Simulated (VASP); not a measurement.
Here is a VASP 6.6.1 calculation.

INCAR

```
ALGO     = Normal         # electronic algorithm
EDIFF    = 1E-6           # SCF threshold, eV
ENCUT    = 600            # plane-wave cutoff, eV
GGA      = PE             # functional
GGA_COMPAT= False        
ISIF     = 2              # what is computed and relaxed
ISMEAR   = 0              # smearing method
LASPH    = True           # aspherical terms in the spheres
LCHARG   = True           # write CHGCAR
LELF     = True           # ELF
LMAXMIX  = 6              # l up to which the mixer works
LREAL    = False          # projectors in reciprocal space
LVHAR    = True         
LWAVE    = False          # write WAVECAR
NBANDS   = 34             # bands
NELM     = 200            # most SCF steps
PREC     = Accurate       # precision mode
SIGMA    = 0.1            # smearing width, eV
```

File KPOINTS:

```
k-points
0
Gamma
  4 4 4
```

File POSCAR:

```
HoHgF4
1.0
    0.0000000000      3.6287148600      3.6287148600
    3.6287148600      0.0000000000      3.6287148600
    3.6287148600      3.6287148600      0.0000000000
Ho Hg F
1 1 4
Direct
    0.2500000000      0.2500000000      0.2500000000
    0.5000000000      0.5000000000      0.5000000000
    0.8751941800      0.8751941800      0.3744174500
    0.3744174500      0.8751941800      0.8751941800
    0.8751941800      0.3744174500      0.8751941800
    0.8751941800      0.8751941800      0.8751941800
```

Potentials or basis: VASP PAW PBE potentials, release 64 (Ho_3, Hg, F), 4f in core.

The run is started by

```console
$ cat potpaw_PBE.64/Ho_3/POTCAR potpaw_PBE.64/Hg/POTCAR potpaw_PBE.64/F/POTCAR > POTCAR
$ mpirun -np 1 vasp_std > vasp.out
```

Estimate the band gap on the k mesh.

zero (an odd number of electrons rules out a gap without spin polarisation).

Predict the pressure.

-10.0 GPa.

Estimate the largest force.

0.196 eV/Å.

Forces on the atoms (eV/Å):
```
Ho   0.000  0.000  0.000
Hg   0.000  0.000  0.000
F   -0.113 -0.113  0.113
F    0.113 -0.113 -0.113
F   -0.113  0.113 -0.113
F    0.113  0.113  0.113
```

Caveat: the k points lie up to 0.37 Å⁻¹ apart, too coarse for converged energies and pressures of a metal; spin-orbit coupling is left out, which moves the levels of the heavy elements; the 4f electrons are frozen in the core, so they carry no moment and show no levels; an odd number of electrons without spin polarisation forces a metal; a magnetic or distorted state may lie lower; the run has no spin polarisation, though such a crystal can be magnetic. Spin polarisation is off, so any magnetic state and its effect on volume and gap are missing.
